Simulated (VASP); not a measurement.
Input of a VASP 6.6.1 run:

File INCAR:

```
SYSTEM = SrTiO3
  PREC = Accurate
  ENCUT = 600
  EDIFF = 1E-6
  ISMEAR = 0
  SIGMA = 0.01
  LREAL = .FALSE.
  LASPH = .TRUE.
  NELM = 120
  ALGO = Normal
  ISIF = 2
  LWAVE = .FALSE.
  LCHARG = .FALSE.
  GGA = PE
  NBANDS = 28
  GGA_COMPAT = .FALSE.
```

File KPOINTS:

```
regular mesh
0
G
  5 5 5
  0 0 0
```

POSCAR

```
SrTiO3
1.0
    3.9050000000      0.0000000000      0.0000000000
    0.0000000000      3.9050000000      0.0000000000
    0.0000000000      0.0000000000      3.9050000000
Sr Ti O
1 1 3
Direct
    0.0000000000      0.0000000000      0.0000000000
    0.5000000000      0.5000000000      0.5000000000
    0.5000000000      0.5000000000      0.0000000000
    0.5000000000      0.0000000000      0.5000000000
    0.0000000000      0.5000000000      0.5000000000
```

Potentials or basis: VASP PAW PBE potentials, release 64 (Sr_sv, Ti_sv, O).

Command:

```sh
$ cat potpaw_PBE.64/Sr_sv/POTCAR potpaw_PBE.64/Ti_sv/POTCAR potpaw_PBE.64/O/POTCAR > POTCAR
$ mpirun -np 1 vasp_std > vasp.out
```

**Question.** Estimate the band gap on the k mesh.

**Answer.** 1.98 eV, indirect (least direct gap 2.21 eV).

**Question.** Estimate the pressure.

**Answer.** 4.8 GPa.

A k mesh can miss the band edges. PBE gaps usually lie below the measured ones, often by a third to a half.
